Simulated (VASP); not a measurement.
Input of a VASP 6.6.1 run:

The input INCAR:

```
SYSTEM = WSe3
PREC     = Accurate       ! precision mode
ENCUT    = 520            ! plane-wave cutoff, eV
EDIFF    = 1E-8           ! SCF threshold, eV
ISMEAR   = -1             ! smearing method
SIGMA    = 0.15           ! smearing width, eV
LREAL    = .FALSE.        ! projectors in reciprocal space
LASPH    = .TRUE.         ! aspherical terms in the spheres
NELM     = 80             ! most SCF steps
ALGO     = Normal         ! electronic algorithm
ISIF     = 2              ! what is computed and relaxed
LWAVE    = .FALSE.        ! write WAVECAR
LCHARG   = .FALSE.        ! write CHGCAR
GGA      = PS             ! functional
LEFG     = .TRUE.       
NBANDS   = 24             ! bands
```

KPOINTS

```
regular mesh
0
G
  10 10 10
  0 0 0
```

The input POSCAR:

```
WSe3
1.0
    4.8914385629      0.0000000000      0.0000000000
    0.0000000000      4.8914385629      0.0000000000
    0.0000000000      0.0000000000      4.8914385629
W Se
1 3
Direct
    0.0000000000      0.0000000000      0.0000000000
    0.0000000000      0.0000000000      0.5000000000
    0.0000000000      0.5000000000      0.0000000000
    0.5000000000      0.0000000000      0.0000000000
```

Potentials or basis: VASP PAW PBE potentials, release 64 (W_sv, Se).

Launch:

```console
$ cat potpaw_PBE.64/W_sv/POTCAR potpaw_PBE.64/Se/POTCAR > POTCAR
$ mpirun -np 1 vasp_std > vasp.out
```

Task: Predict the band gap on the k mesh.

Result: Zero (bands 16 and 17 overlap by 1.35 eV).

Task: Predict the pressure.

Result: 0.2 GPa.

Electric field gradients, principal values (V/Å²):
| atom | least | middle | greatest (by size) |
| --- | --- | --- | --- |
| 1 W | 0.000 | 0.000 | 0.000 |
| 2 Se | -12.200 | -12.200 | 24.401 |
| 3 Se | -12.200 | -12.200 | 24.401 |
| 4 Se | -12.200 | -12.200 | 24.401 |

Caveat: without QUAD_EFG the Cq values of the log hold for a quadrupole moment of 1 mb, not for the nuclei; the PAW data sets were made with another functional, which shifts forces and pressure a little; spin-orbit coupling is left out, which moves the levels of the heavy elements.
